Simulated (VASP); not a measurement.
# AlN (Pm) in VASP: a series of runs

The runs below take AlN through single point, with LDA.

All numbers are computed with VASP 6.6.1; they aren't measurements. Logs are shortened: lines on timing, memory, paths and dates and some standing lists are left out, and cuts for length are marked.

### Step 1. The cell of the first run

It takes space group Pm (No. 6, monoclinic). The conventional cell has a = 3.276 Å, b = 4.101 Å, c = 5.674 Å, α = 90.00°, β = 90.00°, γ = 90.00°. Al (site symmetry m) has 2 N at 1.55 to 1.79 Å within 2.1 Å. Within 2.5 Å of Al (site symmetry m) lie 5 N at 1.89 to 2.05 Å. Al (site symmetry m) has 5 N at 1.89 to 2.05 Å within 2.5 Å. Within 2.5 Å of Al (site symmetry m) lie 5 N at 1.89 to 2.05 Å. N (site symmetry m) has 5 Al at 1.89 to 2.15 Å within 2.5 Å. N (site symmetry m) has 5 Al at 1.89 to 2.05 Å within 2.5 Å. Within 2.4 Å of N (site symmetry m) lie 4 Al at 1.79 to 2.05 Å. Within 2.1 Å of N (site symmetry m) lie 5 Al at 1.55 to 2.05 Å.

### Step 2. Single point, LDA (atom 1 (Al) moved by -0.124 Å along [1 0 0] and -0.620 Å along [1 2 0])

INCAR reads:

```
SYSTEM = AlN
PREC     = Accurate       ! precision mode
ENCUT    = 520            ! plane-wave cutoff, eV
EDIFF    = 1E-6           ! SCF threshold, eV
ISMEAR   = 0              ! smearing method
SIGMA    = 0.05           ! smearing width, eV
LREAL    = .FALSE.        ! projectors in reciprocal space
LASPH    = .TRUE.         ! aspherical terms in the spheres
NELM     = 100            ! most SCF steps
ALGO     = Normal         ! electronic algorithm
ISIF     = 2              ! what is computed and relaxed
LWAVE    = .FALSE.        ! write WAVECAR
LCHARG   = .TRUE.         ! write CHGCAR
LELF     = .TRUE.         ! ELF
LVHAR    = .TRUE.       
NBANDS   = 26             ! bands
```

KPOINTS reads:

```
regular mesh
0
G
  8 6 4
  0 0 0
```

POSCAR reads:

```
AlN
1.0
   -1.6378403119      2.8368226349      0.0000000000
    0.0000000000      0.0000000000      4.1006264518
    4.9135209358      2.8368226349      0.0000000000
Al N
4 4
Direct
    0.3550115824      0.7500000000      0.0931007086
    1.0000000000      0.7500000000      0.6666666667
    0.0000000000      0.2500000000      0.3333333333
    0.5000000000      0.2500000000      0.8333333333
    0.5000000000      0.2500000000      0.1666666667
    1.0000000000      0.2500000000      0.6666666667
    0.0000000000      0.7500000000      0.3333333333
    0.5000000000      0.7500000000      0.8333333333
```

Potentials or basis: VASP PAW LDA potentials, release 64 (Al, N).

On the command line:

```sh
$ cat potpaw_LDA.64/Al/POTCAR potpaw_LDA.64/N/POTCAR > POTCAR
$ mpirun -np 1 vasp_std > vasp.out
```

OUTCAR:

```text
SYSTEM = AlN
   PREC = Accurate
   ENCUT = 520
   EDIFF = 1E-6
   ISMEAR = 0
   LREAL = .FALSE.
   LASPH = .TRUE.
   NELM = 100
   ISIF = 2

 ion  position               nearest neighbor table
   1  0.355  0.750  0.093-   8 1.55   7 1.79   5 2.15   5 2.15   7 2.51   4 2.57   4 2.57   2 2.68
                             3 2.72   3 2.72   2 3.21   3 3.24   3 3.24
   2  0.000  0.750  0.667-   8 1.89   8 1.89   7 1.89   6 2.05   6 2.05   1 2.68   4 2.79   4 2.79
                             4 2.79   4 2.79   3 2.79   3 2.79   1 3.21
   3  0.000  0.250  0.333-   5 1.89   5 1.89   6 1.89   7 2.05   7 2.05   1 2.72   1 2.72   2 2.79
                             2 2.79   1 3.24   1 3.24   4 3.28   4 3.28   4 3.28   4 3.28
   4  0.500  0.250  0.833-   6 1.89   6 1.89   5 1.89   8 2.05   8 2.05   1 2.57   1 2.57   2 2.79
                             2 2.79   2 2.79   2 2.79   3 3.28   3 3.28   3 3.28   3 3.28
   5  0.500  0.250  0.167-   3 1.89   3 1.89   4 1.89   1 2.15   1 2.15
   6  0.000  0.250  0.667-   4 1.89   4 1.89   3 1.89   2 2.05   2 2.05
   7  0.000  0.750  0.333-   1 1.79   2 1.89   3 2.05   3 2.05   1 2.51
   8  0.500  0.750  0.833-   1 1.55   2 1.89   2 1.89   4 2.05   4 2.05

  LATTYP: Found a simple orthorhombic cell.
 ALAT       =     3.2756806238
 B/A-ratio  =     1.2518395176
 C/A-ratio  =     1.7320508076

  Lattice vectors:

 A1 = (  -1.6378403119,   2.8368226349,   0.0000000000)
 A2 = (   0.0000000000,   0.0000000000,   4.1006264518)
 A3 = (   4.9135209358,   2.8368226349,   0.0000000000)

Analysis of symmetry for initial positions (statically):
=====================================================================
 Subroutine PRICEL returns:
 Original cell was already a primitive cell.

 Routine SETGRP: Setting up the symmetry group for a
 simple orthorhombic supercell.

 Subroutine GETGRP returns: Found  2 space group operations
 (whereof  1 operations were pure point group operations)
 out of a pool of  8 trial point group operations.

The static configuration has the point symmetry C_1 .
 The point group associated with its full space group is C_1h.

Analysis of symmetry for dynamics (positions and initial velocities):
=====================================================================
 Subroutine PRICEL returns:
 Original cell was already a primitive cell.

 Routine SETGRP: Setting up the symmetry group for a
 simple orthorhombic supercell.

 Subroutine GETGRP returns: Found  2 space group operations
 (whereof  1 operations were pure point group operations)
 out of a pool of  8 trial point group operations.

The dynamic configuration has the point symmetry C_1 .
 The point group associated with its full space group is C_1h.

 Subroutine INISYM returns: Found  2 space group operations
 (whereof  1 operations are pure point group operations),
 and found     1 'primitive' translations

----------------------------------------------------------------------------------------

                                     Primitive cell

  volume of cell :      76.2103

  direct lattice vectors                    reciprocal lattice vectors
    -1.637840312  2.836822635  0.000000000    -0.152640033  0.264380293  0.000000000
     0.000000000  0.000000000  4.100626452     0.000000000  0.000000000  0.243865178
     4.913520936  2.836822635  0.000000000     0.152640033  0.088126764  0.000000000

  length of vectors
     3.275680624  4.100626452  5.673645270     0.305280067  0.243865178  0.176253529

  position of ions in fractional coordinates (direct lattice)
     0.355011582  0.750000000  0.093100709
     0.000000000  0.750000000  0.666666667
     0.000000000  0.250000000  0.333333333
     0.500000000  0.250000000  0.833333333
     0.500000000  0.250000000  0.166666667
     0.000000000  0.250000000  0.666666667
     0.000000000  0.750000000  0.333333333
     0.500000000  0.750000000  0.833333333

  ion indices of the primitive-cell ions
   primitive index   ion index
                 1           1
                 2           2
                 3           3
                 4           4
                 5           5
                 6           6
                 7           7
                 8           8

----------------------------------------------------------------------------------------

 KPOINTS: regular mesh

Automatic generation of k-mesh.
 Grid dimensions read from file:
 generate k-points for:    8    6    4

 Generating k-lattice:

  Cartesian coordinates                     Fractional coordinates (reciprocal lattice)
    -0.019080004  0.033047537  0.000000000     0.125000000  0.000000000  0.000000000
     0.000000000  0.000000000  0.040644196     0.000000000  0.166666667  0.000000000
     0.038160008  0.022031691  0.000000000     0.000000000  0.000000000  0.250000000

  Length of vectors
     0.038160008  0.040644196  0.044063382

  Shift w.r.t. Gamma in fractional coordinates (k-lattice)
     0.000000000  0.000000000  0.000000000

 Subroutine IBZKPT returns following result:
 ===========================================

 Found     72 irreducible k-points:

 Following reciprocal coordinates:
            Coordinates               Weight
  0.000000  0.000000  0.000000      1.000000
  0.125000  0.000000  0.000000      2.000000
  0.250000  0.000000  0.000000      2.000000
  0.375000  0.000000  0.000000      2.000000
  0.500000  0.000000  0.000000      1.000000
  0.000000  0.166667  0.000000      2.000000
[... 16 lines left out ...]
  0.125000  0.000000 -0.250000      2.000000
  0.250000  0.000000  0.250000      2.000000
 [... further k-points ...]
   k-points           NKPTS =     72   k-points in BZ     NKDIM =     72   number of bands    NBANDS=     26
   number of dos      NEDOS =    301   number of ions     NIONS =      8
   total plane-waves  NPLWV =  30240
   dimension x,y,z NGX =    24 NGY =   30 NGZ =   42
   dimension x,y,z NGXF=    48 NGYF=   60 NGZF=   84
   ions per type =               4   4
   NGX,Y,Z   is equivalent  to a cutoff of  12.18, 12.16, 12.31 a.u.
   NGXF,Y,Z  is equivalent  to a cutoff of  24.36, 24.32, 24.61 a.u.
 SYSTEM =  AlN
   PREC   = accura    normal or accurate (medium, high low for compatibility)
   ISTART =      0    job   : 0-new  1-cont  2-samecut
   ICHARG =      2    charge: 1-file 2-atom 10-const
   ISPIN  =      1    spin polarized calculation?
   LNONCOLLINEAR =      F non collinear calculations
   LSORBIT =      F    spin-orbit coupling
   LASPH  =      T    aspherical Exc in radial PAW
   ENCUT  =  520.0 eV  38.22 Ry    6.18 a.u.   6.09  7.62 10.55*2*pi/ulx,y,z
   NELM   =    100;   NELMIN=  2; NELMDL= -5     # of ELM steps
   EDIFF  = 0.1E-05   stopping-criterion for ELM
   LREAL  =      F    real-space projection
   EDIFFG = 0.1E-04   stopping-criterion for IOM
   NSW    =      0    number of steps for IOM
   IBRION =     -1    ionic relax: 0-MD 1-quasi-New 2-CG
   NFREE  =      0    steps in history (QN), initial steepest desc. (CG)
   ISIF   =      2    stress and relaxation
   ISYM   =      2    0-nonsym 1-usesym 2-fastsym
   POTIM  = 0.5000    time-step for ionic-motion
   TEBEG  =    0.0;   TEEND  =   0.0 temperature during run
   PSTRESS=    0.0 pullay stress
   NELECT =      32.0000    total number of electrons
   NUPDOWN=      -1.0000    fix difference up-down
   EMIN   =  10.00;   EMAX   =-10.00  energy-range for DOS
   EFERMI =   0.00;   METHOD = LEGACY
   ISMEAR =     0;   SIGMA  =   0.05  broadening in eV -4-tet -1-fermi 0-gaus
   EFERMI_NEDOS =   21; number of points for ismear=-14 and -15
   IALGO  =     38    algorithm
   IMIX   =      4    mixing-type and parameters
     AMIX     =   0.40;   BMIX     =  1.00
     AMIX_MAG =   1.60;   BMIX_MAG =  1.00
  volume/ion in A,a.u.               =       9.53        64.29
  Fermi-wavevector in a.u.,A,eV,Ry     =   1.225896  2.316607 20.447110  1.502820
  Thomas-Fermi vector in A             =   2.360917
   LORBIT       =      0    0 simple, 1 ext, 2 COOP (PROOUT), +10 PAW based schemes
   GGA     = CA    functional components
   LHFCALC =     F    Hartree Fock is set to
   AEXX    =    0.0000 exact exchange contribution
   IVDW    =     0    specifies the selected vdW correction
   LEPSILON=     F    determine dielectric tensor
   LRPA    =     F    only Hartree local field effects (RPA)
 non-spin polarized calculation
 Gauss-broadening in eV      SIGMA  =   0.05
  energy-cutoff  :      520.00
  volume of cell :       76.21
 maximum number of plane-waves:      2088
   NGX = 13   NGY = 15   NGZ = 21

 number of electron      32.0000003 magnetization

 Free energy of the ion-electron system (eV)
  ---------------------------------------------------
  ext. energy  EPLUGINS =         0.00000000
  ---------------------------------------------------
  free energy    TOTEN  =       -61.83766265 eV

  energy without entropy =      -61.83766265  energy(sigma->0) =      -61.83766265

 E-fermi :   8.5512     XC(G=0): -11.6726

 val. band max:        8.2706399424   @ k =   0.0000   0.0000   0.0000
 cond. band min:      10.3529300359   @ k =   0.0000   0.0000   0.0000
 fundamental gap:      2.0822900936
 Fermi energy:         8.5511684433

 k-point     1 :       0.0000    0.0000    0.0000
  band No.  band energies     occupation
      1      -9.3104      2.00000
      2      -6.5763      2.00000
      3      -6.1235      2.00000
      4      -4.3281      2.00000
      5       0.6170      2.00000
      6       1.3875      2.00000
[... 18 lines left out ...]
     25      17.3045      0.00000
     26      18.8599      0.00000

 k-point     2 :       0.1250    0.0000    0.0000
  band No.  band energies     occupation
      1      -9.1794      2.00000
      2      -6.4825      2.00000
      3      -6.1309      2.00000
      4      -4.3345      2.00000
      5       0.7596      2.00000
      6       1.2448      2.00000
[... 18 lines left out ...]
     25      18.0143      0.00000
[... 608 lines left out ...]
     25      17.7265      0.00000
     26      18.1809      0.00000

 k-point    24 :       0.2500    0.0000    0.2500
  band No.  band energies     occupation
      1      -8.7317      2.00000
      2      -6.7451      2.00000
      3      -5.8129      2.00000
      4      -4.3559      2.00000
      5       1.0763      2.00000
      6       1.2679      2.00000
[... 18 lines left out ...]
     25      17.7347      0.00000
     26      17.9471      0.00000

 [... further k-points ...]
[... 5 lines left out ...]
  --------------------------------------------------------------------------------------
  -------------------------------------------------------------------------------------
  Total       16.2233685      0.2121437      0.7282765      2.8154984      0.0000000      0.0000000
  in kB      341.0654090      4.4599169     15.3106249     59.1904882      0.0000000      0.0000000
  external PRESSURE =     120.2786503 kB  Pullay stress =       0.0000000 kB

 VOLUME and BASIS-vectors are now :
 -----------------------------------------------------------------------------
  energy-cutoff  :      520.00
  volume of cell :       76.21
      direct lattice vectors                 reciprocal lattice vectors
    -1.637840312  2.836822635  0.000000000    -0.152640033  0.264380293  0.000000000
     0.000000000  0.000000000  4.100626452     0.000000000  0.000000000  0.243865178
     4.913520936  2.836822635  0.000000000     0.152640033  0.088126764  0.000000000

 POSITION                                       TOTAL-FORCE (eV/Angst)
 -----------------------------------------------------------------------------------
     -0.12400      1.27122      3.07547        11.046429      6.861045      0.000000
      3.27568      1.89122      3.07547        -2.320921     -1.756059      0.000000
      1.63784      0.94561      1.02516         0.027980     -0.598703      0.000000
      3.27568      3.78243      1.02516        -0.503811      0.391132      0.000000
      0.00000      1.89122      1.02516        -1.146310     -2.033474      0.000000
      3.27568      1.89122      1.02516         0.871676      0.448287      0.000000
      1.63784      0.94561      3.07547         0.832762     -0.635338      0.000000
      3.27568      3.78243      3.07547        -8.807804     -2.676890      0.000000
 -----------------------------------------------------------------------------------
    total drift:                               -0.000014     -0.000106     -0.000000

  FREE ENERGIE OF THE ION-ELECTRON SYSTEM (eV)
  ---------------------------------------------------
  free  energy   TOTEN  =       -61.8376626469 eV

  energy  without entropy=      -61.8376626469  energy(sigma->0) =      -61.83766265
```

Run time: 84 s. Hardware: 1 thread of Intel Xeon 6975P-C (Granite Rapids), shared host; peak memory 0.22 GiB.

What came out:

```
Free energy            : -61.8377 eV
Pressure               : 12.0 GPa
Largest force          : 13.004 eV/Å
Band gap on the k mesh : 2.08 eV, direct
```

Forces in eV/Å, atoms in the order of the input:
```
Al  11.046  6.861  0.000
Al  -2.321 -1.756  0.000
Al   0.028 -0.599  0.000
Al  -0.504  0.391  0.000
N   -1.146 -2.033  0.000
N    0.872  0.448  0.000
N    0.833 -0.635  0.000
N   -8.808 -2.677  0.000
```

Levels at points of the mesh, in eV from the valence-band top:
```tsv
k point	band 12	band 13	band 14	band 15	band 16	band 17	band 18	band 19	band 20	band 21
(0.00, 0.00, 0.00)	-2.99	-2.53	-1.88	-0.13	0.00	2.08	3.73	4.46	6.45	6.90
(0.50, 0.00, 0.00)	-3.78	-2.81	-2.33	-2.28	-1.88	4.45	4.45	5.79	6.02	7.60
(0.00, 0.50, 0.00)	-2.71	-2.57	-1.79	-1.70	-0.70	3.21	4.57	5.54	6.17	7.87
(0.50, 0.50, 0.00)	-4.73	-1.88	-1.63	-0.65	-0.37	4.91	4.98	6.30	6.57	8.63
(0.00, 0.00, 0.50)	-3.16	-2.35	-2.02	-0.68	-0.06	2.94	4.95	5.84	6.04	7.41
(0.50, 0.00, 0.50)	-3.48	-3.04	-2.49	-1.74	-1.22	2.93	4.00	5.68	6.81	7.20
(0.00, 0.50, 0.50)	-2.66	-2.43	-1.72	-1.53	-0.76	2.92	4.63	5.10	6.58	8.44
(0.50, 0.50, 0.50)	-3.26	-2.67	-2.39	-1.41	-0.86	3.95	4.20	5.28	5.64	8.73
```

Caveat: the cell differs from its parent crystal (atom 1 (Al) moved by -0.124 Å along [1 0 0] and -0.620 Å along [1 2 0]); forces of over 1 eV/Å act on the atoms, so gaps and moduli don't describe the material at rest. A k mesh can miss the band edges.

### Step 3. Single point, LDA (atom 1 (Al) moved by +0.620 Å along [1 0 0] and -0.372 Å along [1 2 0])

INCAR reads:

```
SYSTEM = AlN
ALGO = Normal
EDIFF = 1E-7
ENCUT = 520
ISIF = 2
ISMEAR = 0
LASPH = .True.
LCHARG = .False.
LREAL = .False.
LWAVE = .False.
NBANDS = 26
NELM = 60
PREC = Accurate
SIGMA = 0.05
```

KPOINTS reads:

```
k-points
0
Gamma
  8 6 4
  0 0 0
```

Edit POSCAR of step 2 so:

```diff
@@ -8,3 +8,3 @@
 Direct
-    0.3550115824      0.7500000000      0.0931007086
+    0.3070137102      0.7500000000      0.2285203311
     1.0000000000      0.7500000000      0.6666666667
```

Potentials or basis: VASP PAW LDA potentials, release 64 (Al, N).

On the command line:

```sh
$ cat potpaw_LDA.64/Al/POTCAR potpaw_LDA.64/N/POTCAR > POTCAR
$ mpirun -np 1 vasp_std > vasp.out
```

It took 1.7 min on 1 thread of Intel Xeon 6975P-C (Granite Rapids), shared host; peak memory 0.22 GiB.

It converged, with:

| Property | Result |
| --- | --- |
| Free energy | -49.9234 eV |
| Pressure | 51.2 GPa |
| Largest force | 70.594 eV/Å |
| Band gap on the k mesh | 3.03 eV, direct |

Forces on the atoms (eV/Å):
```
Al  -61.932  33.881   0.000
Al    1.483   0.253   0.000
Al    1.563  -1.420   0.000
Al    0.306   0.344   0.000
N     2.087  -0.484   0.000
N    -0.846  -0.440   0.000
N    56.714 -31.676   0.000
N     0.625  -0.458   0.000
```

Stress tensor (GPa, compression positive):
```
117.37 -68.01   0.00
-68.01  32.99   0.00
  0.00   0.00   3.32
```

Levels at points of the mesh, in eV from the valence-band top:
```tsv
k point	band 13	band 14	band 15	band 16	band 17	band 18	band 19	band 20
(0.00, 0.00, 0.00)	-1.73	-1.35	-0.76	0.00	3.03	3.81	4.63	6.82
(0.50, 0.00, 0.00)	-3.20	-2.16	-2.07	-1.27	5.25	5.63	6.03	6.28
(0.00, 0.50, 0.00)	-2.31	-1.79	-1.69	-1.07	4.93	5.04	5.87	5.90
(0.50, 0.50, 0.00)	-2.10	-0.90	-0.36	-0.28	5.11	5.89	6.52	6.72
(0.00, 0.00, 0.50)	-1.71	-1.45	-0.71	-0.52	4.48	4.75	5.68	6.32
(0.50, 0.00, 0.50)	-3.34	-2.36	-1.58	-0.53	3.82	4.12	6.20	6.81
(0.00, 0.50, 0.50)	-2.24	-1.99	-1.29	-0.99	5.01	5.11	5.65	5.92
(0.50, 0.50, 0.50)	-2.28	-1.20	-1.13	-1.07	4.60	5.02	5.22	5.41
```

Caveat: the cell differs from its parent crystal (atom 1 (Al) moved by +0.620 Å along [1 0 0] and -0.372 Å along [1 2 0]); forces of over 1 eV/Å act on the atoms, so gaps and moduli don't describe the material at rest.

(Part 1 of 2 ends here.)
